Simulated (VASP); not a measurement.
# AlGa3N4 (P1) in VASP: notebook, part 2 of 2

VASP 6.6.1. Earlier steps stand in the parts before.

## Step 3: Single point, PBEsol

Input file INCAR:

```
SYSTEM = AlGa3N4
PREC = Accurate
ENCUT = 700
EDIFF = 1E-6
ISMEAR = -1
SIGMA = 0.05
LREAL = Auto
LASPH = .True.
NELM = 120
ALGO = Normal
ISIF = 2
LWAVE = .False.
LCHARG = .False.
GGA = PS
NBANDS = 426
ISYM = -1
GGA_COMPAT = .False.
KPAR = 1
```

Input file KPOINTS:

```
explicit points
1
Reciprocal
  0.25000000   0.25000000   0.25000000 1
```

Input file POSCAR:

```
AlGa3N4
1.0
    9.4929705384      0.0000000000      0.0000000000
    0.0000000000     10.9616986978      0.0000000000
    0.0000000000      0.0000000000     10.2819168314
Ga Al N
36 12 48
Direct
    0.1663690000      0.0834000000      0.2461950000
    0.9999850000      0.3315970000      0.2484130000
    0.5001250000      0.0831370000      0.2462330000
    0.3331560000      0.3316660000      0.2484990000
    0.3327500000      0.3312580000      0.7503800000
    0.1664080000      0.5831050000      0.2495450000
    0.1657620000      0.5832940000      0.7495760000
    0.9997790000      0.8347910000      0.2473250000
    0.8336740000      0.0830330000      0.2461070000
    0.6670420000      0.3316640000      0.2484380000
    0.6677310000      0.3313360000      0.7504040000
    0.5003080000      0.5834380000      0.2495970000
    0.5005920000      0.5840680000      0.7497500000
    0.3332960000      0.8349350000      0.2473890000
    0.3330640000      0.8355100000      0.7509910000
    0.8334430000      0.5833270000      0.2495060000
    0.8338500000      0.5840840000      0.7494440000
    0.6670670000      0.8348090000      0.2473590000
    0.0000070000      0.1659130000      0.5018780000
    0.3334460000      0.1653930000      0.5011010000
    0.1663930000      0.4158580000      0.5004950000
    0.1661250000      0.4146830000      0.9985200000
    0.0001010000      0.6676820000      0.5005180000
    0.0001610000      0.6690570000      0.9986120000
    0.6668530000      0.1654470000      0.5010390000
    0.5002020000      0.4160700000      0.4995620000
    0.5001660000      0.4150440000      0.9995370000
    0.3333420000      0.6673540000      0.4995950000
    0.3333510000      0.6683420000      0.9996270000
    0.1662840000      0.9173500000      0.5010650000
    0.8337340000      0.4160310000      0.5004380000
    0.8341290000      0.4148910000      0.9985470000
    0.6668580000      0.6676530000      0.5005790000
    0.6668980000      0.6689800000      0.9986150000
    0.5004610000      0.9171770000      0.5011030000
    0.8335300000      0.9170450000      0.5019300000
    0.1658120000      0.0833670000      0.7511920000
    0.9997860000      0.3313270000      0.7499910000
    0.5005110000      0.0825360000      0.7512300000
    0.9994090000      0.8354850000      0.7505660000
    0.8339040000      0.0826050000      0.7510770000
    0.6676750000      0.8353990000      0.7505180000
    0.0000090000      0.1650130000      0.9952500000
    0.3334820000      0.1641020000      0.9963290000
    0.6668690000      0.1642260000      0.9963320000
    0.1660620000      0.9184420000      0.9964530000
    0.5007950000      0.9182010000      0.9963910000
    0.8335020000      0.9181240000      0.9952840000
    0.9999810000      0.1662990000      0.1807400000
    0.9996770000      0.1656260000      0.6935940000
    0.3334000000      0.1659490000      0.1816090000
    0.3334570000      0.1611120000      0.6919910000
    0.1664920000      0.4162250000      0.1878050000
    0.1628540000      0.4140120000      0.6903910000
    0.0000650000      0.6671900000      0.1878200000
    0.0001670000      0.6720430000      0.6902920000
    0.6669260000      0.1659570000      0.1816230000
    0.6671100000      0.1615280000      0.6918610000
    0.5001400000      0.4163500000      0.1886990000
    0.5003440000      0.4158250000      0.6889770000
    0.3333230000      0.6669480000      0.1886950000
    0.3330410000      0.6679260000      0.6888730000
    0.1664260000      0.9168790000      0.1816770000
    0.1626420000      0.9194080000      0.6917800000
    0.8336900000      0.4164070000      0.1878420000
    0.8371460000      0.4147460000      0.6903420000
    0.6669180000      0.6672020000      0.1878070000
    0.6670980000      0.6716380000      0.6904460000
    0.5003940000      0.9166600000      0.1816050000
    0.5038760000      0.9186130000      0.6917870000
    0.8334720000      0.9167200000      0.1807150000
    0.8336740000      0.9174100000      0.6934360000
    0.1663060000      0.0835040000      0.4367410000
    0.1667000000      0.0833690000      0.9371040000
    0.9999210000      0.3319950000      0.4379880000
    0.0000010000      0.3286920000      0.9345910000
    0.5000640000      0.0832380000      0.4364910000
    0.5001650000      0.0832200000      0.9371860000
    0.3331100000      0.3321000000      0.4385870000
    0.3334490000      0.3285520000      0.9395490000
    0.1663400000      0.5830130000      0.4391380000
    0.1667100000      0.5830750000      0.9384620000
    0.9997430000      0.8343040000      0.4373380000
    0.0001650000      0.8380960000      0.9360200000
    0.8336990000      0.0830440000      0.4369390000
    0.8333960000      0.0833620000      0.9369940000
    0.6670400000      0.3320800000      0.4384700000
    0.6667580000      0.3286380000      0.9395840000
    0.5003220000      0.5834170000      0.4389810000
    0.5000480000      0.5831370000      0.9385980000
    0.3332390000      0.8345690000      0.4379450000
    0.3333140000      0.8380490000      0.9410590000
    0.8333680000      0.5832420000      0.4393180000
    0.8334550000      0.5831770000      0.9383440000
    0.6670460000      0.8343570000      0.4374400000
    0.6668120000      0.8380370000      0.9359780000
```

Potentials or basis: VASP PAW PBE potentials, release 64 (Ga_d, Al, N).

Command:

```sh
cat potpaw_PBE.64/Ga_d/POTCAR potpaw_PBE.64/Al/POTCAR potpaw_PBE.64/N/POTCAR > POTCAR
mpirun -np 4 vasp_std > vasp.out
```

OUTCAR:

```text
SYSTEM = AlGa3N4
   PREC = Accurate
   ENCUT = 700
   EDIFF = 1E-6
   ISMEAR = -1
   LREAL = Auto
   LASPH = .True.
   NELM = 120
   ISIF = 2
   GGA = PS
   ISYM = -1

 ion  position               nearest neighbor table
   1  0.166  0.083  0.246-  63 1.94  49 1.94  51 1.94  73 1.96  46 3.14
   2  1.000  0.332  0.248-  65 1.93  53 1.94  49 1.94  75 1.95
   3  0.500  0.083  0.246-  51 1.94  69 1.94  57 1.94  77 1.96  47 3.14
   4  0.333  0.332  0.248-  53 1.94  59 1.94  51 1.94  79 1.95
   5  0.333  0.331  0.750-  80 1.95  60 1.95  54 1.95  52 1.96  44 3.12
   6  0.166  0.583  0.250-  55 1.94  61 1.94  53 1.94  81 1.95
   7  0.166  0.583  0.750-  62 1.94  82 1.94  56 1.95  54 1.95
[... 795 lines left out ...]
  in kB       -3.0783342     -2.8979031     -2.6050528      0.2598093     -0.3776072     -0.1224156
  external PRESSURE =      -2.8604300 kB  Pullay stress =       0.0000000 kB

 VOLUME and BASIS-vectors are now :
 -----------------------------------------------------------------------------
  energy-cutoff  :      700.00
  volume of cell :     1069.93
      direct lattice vectors                 reciprocal lattice vectors
     9.492970538  0.000000000  0.000000000     0.105341104  0.000000000  0.000000000
     0.000000000 10.961698698  0.000000000     0.000000000  0.091226737  0.000000000
     0.000000000  0.000000000 10.281916831     0.000000000  0.000000000  0.097258130

 POSITION                                       TOTAL-FORCE (eV/Angst)
 -----------------------------------------------------------------------------------
      1.57934      0.91421      2.53136        -0.002392      0.000346      0.005540
      9.49283      3.63487      2.55416        -0.000291      0.003605      0.000875
      4.74767      0.91132      2.53175        -0.000384      0.002262      0.004502
      3.16264      3.63562      2.55505         0.000613      0.001181     -0.000991
      3.15879      3.63115      7.71534         0.005421      0.001910      0.005398
      1.57971      6.39182      2.56580         0.003906     -0.002255     -0.007730
[... 88 lines left out ...]
      6.33225      9.14597      4.49772        -0.000307     -0.000290      0.002228
      6.33003      9.18631      9.62365         0.000031     -0.005634      0.001105
 -----------------------------------------------------------------------------------
    total drift:                                0.014005     -0.006734      0.000410

  FREE ENERGIE OF THE ION-ELECTRON SYSTEM (eV)
  ---------------------------------------------------
  free  energy   TOTEN  =      -660.6286453027 eV

  energy  without entropy=     -660.6286453026  energy(sigma->0) =     -660.62864530
```

OSZICAR:

```text
N       E                     dE             d eps       ncg     rms          rms(c)
DAV:   1     0.172102856542E+05    0.17210E+05   -0.30208E+05   856   0.357E+03
DAV:   2     0.398127867472E+04   -0.13229E+05   -0.12669E+05   856   0.111E+03
DAV:   3     0.816997169232E+01   -0.39731E+04   -0.37595E+04  1024   0.388E+02
[... 11 lines left out ...]
DAV:  15    -0.660628635803E+03   -0.22335E-03   -0.28336E-03  1024   0.171E-01    0.451E-02
DAV:  16    -0.660628626837E+03    0.89656E-05   -0.41375E-04  1104   0.200E-01    0.289E-02
DAV:  17    -0.660628646348E+03   -0.19510E-04   -0.21011E-04  1624   0.554E-02    0.251E-02
DAV:  18    -0.660628644448E+03    0.18993E-05   -0.38984E-05  1152   0.291E-02    0.180E-02
DAV:  19    -0.660628645303E+03   -0.85436E-06   -0.89503E-06  1016   0.273E-02
   1 F= -.66062865E+03 E0= -.66062865E+03  d E =-.817048E-10
```

Run time: 10 min. Hardware: 4 MPI ranks of Intel Xeon Platinum 8259CL at 2.50GHz (Skylake/Cascade Lake), shared host; peak memory 0.64 GiB.

Results:

| Item | Value |
| --- | --- |
| Free energy | -660.6286 eV |
| Pressure | -0.3 GPa |
| Largest force | 0.014 eV/Å |
| Band gap on the k mesh | 3.36 eV |

Forces in eV/Å, atoms in the order of the input:
```
Ga  -0.002  0.000  0.006
Ga   0.000  0.004  0.001
Ga   0.000  0.002  0.005
Ga   0.001  0.001 -0.001
Ga   0.005  0.002  0.005
Ga   0.004 -0.002 -0.008
Ga   0.003  0.003  0.008
Ga   0.000 -0.003  0.000
Ga   0.001  0.000  0.004
Ga  -0.002  0.002  0.002
Ga  -0.004  0.001  0.003
Ga  -0.004  0.001 -0.008
Ga  -0.007  0.003  0.005
Ga   0.000  0.000 -0.003
Ga  -0.002 -0.007  0.004
Ga  -0.004 -0.003 -0.010
Ga  -0.002  0.005  0.007
Ga   0.000 -0.002 -0.001
Ga   0.000 -0.001 -0.004
Ga   0.001 -0.011 -0.003
Ga  -0.005 -0.001 -0.010
Ga  -0.002  0.002 -0.002
Ga   0.002  0.009 -0.004
Ga  -0.001 -0.005 -0.001
Ga  -0.001 -0.011 -0.001
Ga   0.004 -0.003 -0.004
Ga   0.000 -0.005  0.000
Ga   0.000 -0.001  0.001
Ga   0.000  0.001  0.001
Ga  -0.006  0.001  0.001
Ga   0.009  0.001 -0.011
Ga   0.002  0.000 -0.004
Ga   0.005  0.008 -0.005
Ga   0.002 -0.005 -0.002
Ga   0.008 -0.002  0.002
Ga   0.000  0.000 -0.002
Al   0.000  0.002  0.004
Al  -0.002 -0.002  0.000
Al   0.000  0.001  0.003
Al   0.000  0.001  0.001
Al   0.001  0.001  0.002
Al   0.001  0.001  0.000
Al   0.000 -0.002  0.001
Al   0.000 -0.002  0.001
Al  -0.001 -0.003  0.001
Al   0.001  0.002  0.002
Al  -0.001  0.001  0.003
Al   0.001  0.001  0.001
N    0.000  0.001  0.010
N    0.000  0.000 -0.007
N    0.000  0.000  0.010
N    0.000  0.007 -0.005
N    0.000  0.000  0.003
N    0.009  0.004 -0.006
N    0.000  0.000  0.003
N    0.000 -0.009 -0.004
N    0.000  0.000  0.010
N    0.000  0.007 -0.005
N    0.000  0.001  0.002
N    0.001  0.002 -0.003
N    0.000 -0.001  0.002
N    0.000 -0.002 -0.002
N    0.000  0.000  0.010
N    0.006 -0.004 -0.006
N    0.001  0.001  0.004
N   -0.009  0.004 -0.006
N    0.000 -0.001  0.002
N    0.001 -0.010 -0.004
N    0.000  0.000  0.010
N   -0.007 -0.004 -0.006
N    0.000  0.000  0.009
N    0.000 -0.001 -0.007
N    0.000 -0.001  0.003
N    0.000  0.000 -0.003
N    0.000  0.000  0.002
N    0.000  0.010  0.005
N   -0.001  0.000  0.002
N    0.000  0.000 -0.003
N   -0.001  0.001  0.002
N    0.000  0.011 -0.006
N    0.000  0.000  0.003
N    0.000  0.001 -0.004
N    0.000  0.000  0.002
N    0.000 -0.005  0.001
N    0.000  0.000  0.003
N    0.000  0.000 -0.004
N    0.000  0.000  0.002
N    0.000  0.012 -0.005
N    0.000  0.001  0.003
N    0.000  0.001 -0.005
N   -0.001  0.000  0.003
N    0.000 -0.008 -0.008
N   -0.001  0.000  0.004
N    0.000  0.001 -0.005
N    0.000  0.000  0.002
N    0.000 -0.006  0.001
```

Levels at points of the mesh, in eV from the valence-band top:
| k point | band 368 | band 369 | band 370 | band 371 | band 372 | band 373 | band 374 | band 375 | band 376 | band 377 |
| --- | --- | --- | --- | --- | --- | --- | --- | --- | --- | --- |
| (0.25, 0.25, 0.25) | -0.42 | -0.39 | -0.34 | -0.10 | 0.00 | 3.36 | 4.36 | 4.44 | 4.55 | 4.61 |

Caveat: the PAW data sets were made with another functional, which shifts forces and pressure a little; a shifted mesh leaves out Γ, where band edges can lie. A k mesh can miss the band edges.
